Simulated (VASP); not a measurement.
# TiAl (P-6m2) in VASP: notebook

The runs below take TiAl through single point, with r2SCAN.

All numbers are computed with VASP 6.6.1; they aren't measurements. Logs are shortened: lines on timing, memory, paths and dates and some standing lists are left out, and cuts for length are marked.

### 1 The cell of the first run

The structure is hexagonal, space group P-6m2 (No. 187). The conventional cell has a = 2.907 Å, b = 2.907 Å, c = 4.552 Å, α = 90.00°, β = 90.00°, γ = 120.00°. Within 3.7 Å of Ti (site symmetry -6m2) lie 6 Al at 2.83 Å and 6 Ti at 2.91 Å. Al (site symmetry -6m2) has 6 Ti at 2.83 Å and 6 Al at 2.91 Å within 3.7 Å.

### 2 Single point, r2SCAN

Input file POSCAR:

```
TiAl
1.0
    2.9065446789      0.0000000000      0.0000000000
   -1.4532723394      2.5171415292      0.0000000000
    0.0000000000      0.0000000000      4.5524873213
Ti Al
1 1
Direct
    0.0000000000      0.0000000000      0.0000000000
    0.3333333333      0.6666666667      0.5000000000
```

Input file INCAR.step1:

```
PREC = Accurate
ENCUT = 520
ISMEAR = 0
SIGMA = 0.15
LREAL = F
LASPH = T
NELM = 60
NBANDS = 14
GGA = PE
ALGO = Normal
EDIFF = 1E-4
LWAVE = T
LCHARG = F
```

Input file INCAR.step2:

```
PREC = Accurate
ENCUT = 520
EDIFF = 1E-7
ISMEAR = 0
SIGMA = 0.15
LREAL = F
LASPH = T
NELM = 60
ALGO = Normal
ISIF = 2
LWAVE = F
LCHARG = F
METAGGA = R2SCAN
LMIXTAU = T
NBANDS = 14
ISTART = 1
```

Input file KPOINTS:

```
Automatic mesh
0
Gamma
  24 24 12
```

Potentials or basis: VASP PAW PBE potentials, release 64 (Ti_sv, Al).

Started as:

```sh
> cat potpaw_PBE.64/Ti_sv/POTCAR potpaw_PBE.64/Al/POTCAR > POTCAR
> cp INCAR.step1 INCAR
> mpirun -np 1 vasp_std > vasp.out
> cp INCAR.step2 INCAR
> mpirun -np 1 vasp_std > vasp.out
```

OUTCAR:

```text
PREC = Accurate
   ENCUT = 520
   EDIFF = 1E-7
   ISMEAR = 0
   LREAL = F
   LASPH = T
   NELM = 60
   ISIF = 2
   METAGGA = R2SCAN
   ISTART = 1

 ion  position               nearest neighbor table
   1  0.000  0.000  0.000-   2 2.83   2 2.83   2 2.83   2 2.83   2 2.83   2 2.83
   2  0.333  0.667  0.500-   1 2.83   1 2.83   1 2.83   1 2.83   1 2.83   1 2.83

  LATTYP: Found a hexagonal cell.
 ALAT       =     2.9065446789
 C/A-ratio  =     1.5662884367

  Lattice vectors:

 A1 = (   2.9065446789,   0.0000000000,   0.0000000000)
 A2 = (  -1.4532723394,   2.5171415292,   0.0000000000)
 A3 = (   0.0000000000,   0.0000000000,   4.5524873213)

Analysis of symmetry for initial positions (statically):
=====================================================================
 Subroutine PRICEL returns:
 Original cell was already a primitive cell.

 Routine SETGRP: Setting up the symmetry group for a
 hexagonal supercell.

 Subroutine GETGRP returns: Found 12 space group operations
 (whereof 12 operations were pure point group operations)
 out of a pool of 24 trial point group operations.

The static configuration has the point symmetry D_3h.

Analysis of symmetry for dynamics (positions and initial velocities):
=====================================================================
 Subroutine PRICEL returns:
 Original cell was already a primitive cell.

 Routine SETGRP: Setting up the symmetry group for a
 hexagonal supercell.

 Subroutine GETGRP returns: Found 12 space group operations
 (whereof 12 operations were pure point group operations)
 out of a pool of 24 trial point group operations.

The dynamic configuration has the point symmetry D_3h.

 Subroutine INISYM returns: Found 12 space group operations
 (whereof 12 operations are pure point group operations),
 and found     1 'primitive' translations

----------------------------------------------------------------------------------------

                                     Primitive cell

  volume of cell :      33.3068

  direct lattice vectors                    reciprocal lattice vectors
     2.906544679  0.000000000  0.000000000     0.344051136  0.198638016  0.000000000
    -1.453272339  2.517141529  0.000000000     0.000000000  0.397276033  0.000000000
     0.000000000  0.000000000  4.552487321     0.000000000  0.000000000  0.219660139

  length of vectors
     2.906544679  2.906544679  4.552487321     0.397276033  0.397276033  0.219660139

  position of ions in fractional coordinates (direct lattice)
     0.000000000  0.000000000  0.000000000
     0.333333333  0.666666667  0.500000000

  ion indices of the primitive-cell ions
   primitive index   ion index
                 1           1
                 2           2

----------------------------------------------------------------------------------------

 KPOINTS: Automatic mesh

Automatic generation of k-mesh.
 Grid dimensions read from file:
 generate k-points for:   24   24   12

 Generating k-lattice:

  Cartesian coordinates                     Fractional coordinates (reciprocal lattice)
     0.014335464  0.008276584  0.000000000     0.041666667  0.000000000  0.000000000
     0.000000000  0.016553168  0.000000000     0.000000000  0.041666667  0.000000000
     0.000000000  0.000000000  0.018305012     0.000000000  0.000000000  0.083333333

  Length of vectors
     0.016553168  0.016553168  0.018305012

  Shift w.r.t. Gamma in fractional coordinates (k-lattice)
     0.000000000  0.000000000  0.000000000

 Subroutine IBZKPT returns following result:
 ===========================================

 Found    427 irreducible k-points:

 Following reciprocal coordinates:
            Coordinates               Weight
  0.000000  0.000000  0.000000      1.000000
  0.041667 -0.000000  0.000000      6.000000
  0.083333  0.000000  0.000000      6.000000
  0.125000 -0.000000  0.000000      6.000000
  0.166667 -0.000000  0.000000      6.000000
  0.208333 -0.000000  0.000000      6.000000
[... 16 lines left out ...]
  0.416667  0.041667  0.000000     12.000000
  0.458333  0.041667  0.000000     12.000000
 [... further k-points ...]
   k-points           NKPTS =    427   k-points in BZ     NKDIM =    427   number of bands    NBANDS=     14
   number of dos      NEDOS =    301   number of ions     NIONS =      2
   total plane-waves  NPLWV =  20736
   dimension x,y,z NGX =    24 NGY =   24 NGZ =   36
   dimension x,y,z NGXF=    48 NGYF=   48 NGZF=   72
   ions per type =               1   1
   NGX,Y,Z   is equivalent  to a cutoff of  13.73, 13.73, 13.15 a.u.
   NGXF,Y,Z  is equivalent  to a cutoff of  27.45, 27.45, 26.29 a.u.
 SYSTEM =  unknown system
   PREC   = accura    normal or accurate (medium, high low for compatibility)
   ISTART =      1    job   : 0-new  1-cont  2-samecut
   ICHARG =      0    charge: 1-file 2-atom 10-const
   ISPIN  =      1    spin polarized calculation?
   LNONCOLLINEAR =      F non collinear calculations
   LSORBIT =      F    spin-orbit coupling
   LASPH  =      T    aspherical Exc in radial PAW
   ENCUT  =  520.0 eV  38.22 Ry    6.18 a.u.   5.40  5.40  8.46*2*pi/ulx,y,z
   NELM   =     60;   NELMIN=  2; NELMDL=  0     # of ELM steps
   EDIFF  = 0.1E-06   stopping-criterion for ELM
   LREAL  =      F    real-space projection
   EDIFFG = 0.1E-05   stopping-criterion for IOM
   NSW    =      0    number of steps for IOM
   IBRION =     -1    ionic relax: 0-MD 1-quasi-New 2-CG
   NFREE  =      0    steps in history (QN), initial steepest desc. (CG)
   ISIF   =      2    stress and relaxation
   ISYM   =      2    0-nonsym 1-usesym 2-fastsym
   POTIM  = 0.5000    time-step for ionic-motion
   TEBEG  =    0.0;   TEEND  =   0.0 temperature during run
   PSTRESS=    0.0 pullay stress
   NELECT =      15.0000    total number of electrons
   NUPDOWN=      -1.0000    fix difference up-down
   EMIN   =  10.00;   EMAX   =-10.00  energy-range for DOS
   EFERMI =   0.00;   METHOD = LEGACY
   ISMEAR =     0;   SIGMA  =   0.15  broadening in eV -4-tet -1-fermi 0-gaus
   EFERMI_NEDOS =   21; number of points for ismear=-14 and -15
   IALGO  =     38    algorithm
   IMIX   =      4    mixing-type and parameters
     AMIX     =   0.40;   BMIX     =  1.00
     AMIX_MAG =   1.60;   BMIX_MAG =  1.00
  volume/ion in A,a.u.               =      16.65       112.38
  Fermi-wavevector in a.u.,A,eV,Ry     =   1.254857  2.371335 21.424622  1.574665
  Thomas-Fermi vector in A             =   2.388641
   LORBIT       =      0    0 simple, 1 ext, 2 COOP (PROOUT), +10 PAW based schemes
   METAGGA = R2SCAN    functional components
   LHFCALC =     F    Hartree Fock is set to
   AEXX    =    0.0000 exact exchange contribution
   IVDW    =     0    specifies the selected vdW correction
   LEPSILON=     F    determine dielectric tensor
   LRPA    =     F    only Hartree local field effects (RPA)
 non-spin polarized calculation
 Gauss-broadening in eV      SIGMA  =   0.15
  energy-cutoff  :      520.00
  volume of cell :       33.31
 maximum number of plane-waves:       923
 NGX is ok and might be reduce to    24
   NGX = 11   NGY = 11   NGZ = 17

 number of electron      14.9999997 magnetization

 Free energy of the ion-electron system (eV)
  ---------------------------------------------------
  ext. energy  EPLUGINS =         0.00000000
  ---------------------------------------------------
  free energy    TOTEN  =       -20.23955743 eV

  energy without entropy =      -20.21160221  energy(sigma->0) =      -20.22557982

 E-fermi :   7.8055     XC(G=0): -11.7499

 val. band max:        7.8050580584   @ k =   0.3333   0.0000   0.3333
 cond. band min:       7.8076728289   @ k =   0.2500   0.0833   0.0833
 fundamental gap:      0.0026147705
 Fermi energy:         7.8054754790

 k-point     1 :       0.0000    0.0000    0.0000
  band No.  band energies     occupation
      1     -51.0774      2.00000
      2     -26.3587      2.00000
      3     -25.9575      2.00000
      4     -25.9575      2.00000
      5      -1.5592      2.00000
      6       5.5504      2.00000
      7       6.0756      2.00000
      8       9.2049      0.00000
      9       9.2049      0.00000
     10      10.7282      0.00000
     11      10.7282      0.00000
     12      12.5052      0.00000
     13      21.0387      0.00000
     14      21.0387      0.00000

 k-point     2 :       0.0417   -0.0000    0.0000
  band No.  band energies     occupation
      1     -51.0760      2.00000
      2     -26.3572      2.00000
      3     -25.9669      2.00000
      4     -25.9596      2.00000
      5      -1.5145      2.00000
      6       5.5960      2.00000
      7       6.0791      2.00000
      8       9.1596      0.00000
      9       9.2398      0.00000
     10      10.7158      0.00000
     11      10.7433      0.00000
     12      12.5134      0.00000
     13      20.2023      0.00000
     14      20.5434      0.00000

 k-point     3 :       0.0833    0.0000    0.0000
  band No.  band energies     occupation
      1     -51.0718      2.00000
      2     -26.3529      2.00000
      3     -25.9942      2.00000
      4     -25.9658      2.00000
      5      -1.3809      2.00000
      6       5.7296      2.00000
      7       6.0895      2.00000
      8       9.0300      0.00000
      9       9.3433      0.00000
     10      10.6796      0.00000
     11      10.7888      0.00000
     12      12.5368      0.00000
     13      18.8290      0.00000
     14      19.8223      0.00000
[... 324 lines left out ...]
 k-point    23 :       0.4167    0.0417    0.0000
  band No.  band energies     occupation
      1     -50.9948      2.00000
      2     -26.4676      2.00000
      3     -26.2746      2.00000
      4     -26.0805      2.00000
      5       2.9896      2.00000
      6       5.6074      2.00000
      7       6.3170      2.00000
      8       6.9776      2.00000
      9       9.9770      0.00000
     10      11.5592      0.00000
     11      12.0922      0.00000
     12      12.2951      0.00000
     13      13.6130      0.00000
     14      15.5154      0.00000

 k-point    24 :       0.4583    0.0417    0.0000
  band No.  band energies     occupation
      1     -50.9919      2.00000
      2     -26.4848      2.00000
      3     -26.2716      2.00000
      4     -26.0847      2.00000
      5       3.6969      2.00000
      6       4.9034      2.00000
      7       6.3275      2.00000
      8       6.9032      2.00000
      9       9.9509      0.00000
     10      11.7024      0.00000
     11      12.1637      0.00000
     12      12.4046      0.00000
     13      13.7228      0.00000
     14      15.4240      0.00000

 [... further k-points ...]

------------------------ aborting loop because EDIFF is reached ----------------------------------------

  FORCE on cell =-STRESS in cart. coord.  units (eV):
  Direction    XX          YY          ZZ          XY          YZ          ZX
  --------------------------------------------------------------------------------------
  -------------------------------------------------------------------------------------
  Total       -0.3569789     -0.3569789      0.4729532     -0.0000000      0.0000000      0.0000000
  in kB      -17.1719547    -17.1719547     22.7507338     -0.0000000      0.0000000      0.0000000
  external PRESSURE =      -3.8643919 kB  Pullay stress =       0.0000000 kB

 VOLUME and BASIS-vectors are now :
 -----------------------------------------------------------------------------
  energy-cutoff  :      520.00
  volume of cell :       33.31
      direct lattice vectors                 reciprocal lattice vectors
     2.906544679  0.000000000  0.000000000     0.344051136  0.198638016  0.000000000
    -1.453272339  2.517141529  0.000000000     0.000000000  0.397276033  0.000000000
     0.000000000  0.000000000  4.552487321     0.000000000  0.000000000  0.219660139

 POSITION                                       TOTAL-FORCE (eV/Angst)
 -----------------------------------------------------------------------------------
      0.00000      0.00000      0.00000        -0.000000      0.000000      0.000000
     -0.00000      1.67809      2.27624         0.000000      0.000000      0.000000
 -----------------------------------------------------------------------------------
    total drift:                               -0.000003      0.000002      0.000000

  FREE ENERGIE OF THE ION-ELECTRON SYSTEM (eV)
  ---------------------------------------------------
  free  energy   TOTEN  =       -20.2395574333 eV

  energy  without entropy=      -20.2116022100  energy(sigma->0) =      -20.22557982
```

Wall time 13 min (1 thread of AMD EPYC 7R13 (Zen 3), shared host); peak memory 0.3 GiB.

What came out:

| Property | Result |
| --- | --- |
| Free energy | -20.2396 eV |
| Pressure | -0.4 GPa |
| Band gap on the k mesh | zero (an odd number of electrons rules out a gap without spin polarisation) |

Levels at points of the mesh, in eV from the Fermi level:
```
           k point  band 4  band 5  band 6  band 7  band 8  band 9  band 10  band 11  band 12  band 13
(0.00, 0.00, 0.00)  -33.76   -9.36   -2.26   -1.73    1.40    1.40     2.92     2.92     4.70    13.23
(0.50, 0.00, 0.00)  -33.88   -3.97   -3.09   -1.50   -0.93    2.24     4.05     4.36     4.50     5.82
(0.00, 0.00, 0.50)  -33.76   -8.32   -5.55   -0.19    1.42    1.42     2.82     2.82     7.79    12.26
(0.50, 0.00, 0.50)  -33.88   -3.86   -2.51   -1.88    0.33    1.13     1.98     3.56     4.05     6.72
```

Caveat: the PAW data sets were made with another functional, which shifts forces and pressure a little.

(Continued in part 2 of 2.)
